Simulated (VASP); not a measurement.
## NaCl: single point with r2SCAN

NaCl:

```
CELL_PARAMETERS angstrom
0.00000 2.80273 2.80273
2.96837 0.00000 2.80273
2.96837 2.80273 0.00000
ATOMIC_POSITIONS crystal
Na 0.00000 0.00000 0.00000
Cl 0.50000 0.50000 0.50000
```

This cell differs from its parent crystal: uniaxial x strain +5.9%.

```
Program                : VASP 6.6.1
Task                   : single point
Functional             : r2SCAN
Potentials or basis    : VASP PAW PBE potentials, release 64 (Na_pv, Cl)
Cutoff                 : 520 eV
k mesh                 : 8 × 8 × 8
Occupations            : gaussian, width 0.01 eV
Spin                   : no spin polarisation
Dipole correction      : no
Further INCAR settings : ALGO = Normal; EDIFF = 1e-07; NBANDS = 14
```

```json
{"Pressure": "-1.4 GPa", "Band gap on the k mesh": "5.74 eV"}
```

Stress tensor (GPa, compression positive):
```
-2.60  0.00  0.00
 0.00 -0.83  0.00
 0.00  0.00 -0.83
```

Levels at points of the mesh, in eV from the valence-band top:
```csv
k point,band 3,band 4,band 5,band 6,band 7,band 8,band 9,band 10,band 11,band 12
"(0.00, 0.00, 0.00)",-21.60,-13.16,-0.03,-0.03,0.00,5.74,11.44,11.86,11.86,13.55
"(0.50, 0.00, 0.00)",-21.60,-12.85,-1.83,-0.31,-0.25,7.84,11.26,11.40,11.96,15.70
"(0.50, 0.50, 0.00)",-21.61,-12.79,-1.59,-0.71,-0.54,8.32,8.56,12.08,15.02,15.82
"(0.00, 0.50, 0.50)",-21.61,-12.84,-1.62,-0.52,-0.52,8.35,8.77,11.53,15.80,15.80
```

Wall time 2.8 min on 1 thread of Intel(R) Xeon(R) Platinum 8259CL CPU @ 2.50GHz (Skylake/Cascade Lake) (shared host), peak memory 0.18 GiB.

Caveat: the cell differs from its parent crystal (uniaxial x strain +5.9%); the PAW data sets were made with another functional, which shifts forces and pressure a little. A k mesh can miss the band edges.
